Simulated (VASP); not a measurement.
Write the native input for VASP 6.6.1 that does the following.

```yaml
Task: single point
Functional: PBEsol
Potentials_or_basis: VASP PAW PBE potentials, release 64 (Mo_sv)
Cutoff: 520 eV
k_mesh: 26 × 26 × 26
Occupations: gaussian, width 0.15 eV
Spin: no spin polarisation
Dipole_correction: no
Further_INCAR_settings: ALGO = Fast; EDIFF = 1e-06; NBANDS = 13
```

The structure of Mo lies in POSCAR:

```
Mo
1.0
   -1.5646534271      1.5490068928      1.5646534271
    1.5646534271     -1.5490068928      1.5646534271
    1.5646534271      1.5490068928     -1.5646534271
Mo
1
Direct
    0.0000000000      0.0000000000      0.0000000000
```

This cell differs from its parent crystal: strain -0.0100 x Voigt [0, 1, 0, 0, 0, 0].

The input as run:

INCAR

```
SYSTEM = Mo
PREC = Accurate ; ENCUT = 520
EDIFF = 1E-6 ; ISMEAR = 0
SIGMA = 0.15 ; LREAL = .FALSE.
LASPH = .TRUE. ; NELM = 80
ALGO = Fast ; ISIF = 2
LWAVE = .FALSE. ; LCHARG = .TRUE.
GGA = PS ; LELF = .TRUE.
LVHAR = .TRUE. ; NBANDS = 13
```

KPOINTS

```
regular mesh
0
G
  26 26 26
  0 0 0
```

Potentials or basis: VASP PAW PBE potentials, release 64 (Mo_sv).

Command:

```sh
$ cat potpaw_PBE.64/Mo_sv/POTCAR > POTCAR
$ mpirun -np 1 vasp_std > vasp.out
```

It gave:

| Property | Result |
| --- | --- |
| Pressure | 3.6 GPa |
| Band gap on the k mesh | zero (band 7 reaches 17.13 eV, above the bottom of band 8 at 11.56 eV) |

Caveat: the cell differs from its parent crystal (strain -0.0100 x Voigt [0, 1, 0, 0, 0, 0]); the PAW data sets were made with another functional, which shifts forces and pressure a little.

Wall time 3.4 min on 1 thread of AMD EPYC 7R43 64-Core Processor (Zen 3), on a shared host, peak memory 0.3 GiB.
